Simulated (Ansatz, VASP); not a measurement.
# CoO in VASP and in Ansatz

```
Co O
1.0
     0.00000    2.13150    2.11018
     2.13150    0.00000    2.11018
     2.13150    2.13150    0.00000
Co O
1 1
Direct
  0.00000 0.00000 0.00000
  0.50000 0.50000 0.50000
```

Change from the starting cell: zz strain of -1 %, crystal datasets.

Alike in both runs: task electric field gradients; functional PBE; k mesh 16 × 16 × 16; occupations fermi-dirac, width 0.05 eV; collinear spin.

|  | VASP | Ansatz |
| --- | --- | --- |
| version | VASP 6.6.1 | Ansatz 0.2.0 |
| potentials or method | VASP PAW PBE potentials, release 64 (Co, O), cutoff 520 eV | all-electron PAW with datasets made for the crystal, scalar-relativistic |

Ansatz gave:

| Property | Result |
| --- | --- |
| pressure (GPa) | -0.1 |
| traceless stress, the component that is largest in VASP (GPa) | -0.10 |
| net moment per atom (μB) | 1.46 |
| size of the moment on the site where the two differ most (μB) | 2.48 |
| size of Vzz on the site where it differs most (V/Å²) | 11.0 |

Task: Estimate VASP's values.

Result: Pressure (GPa): -0.7; traceless stress, the component that is largest in VASP (GPa): 0.06; net moment per atom (μB): 1.44; size of the moment on the site where the two differ most (μB): 2.54; size of Vzz on the site where it differs most (V/Å²): 6.4.

Site moments also hang on the region over which each program counts them. Ansatz ran all-electron here, and VASP with PAW potentials.
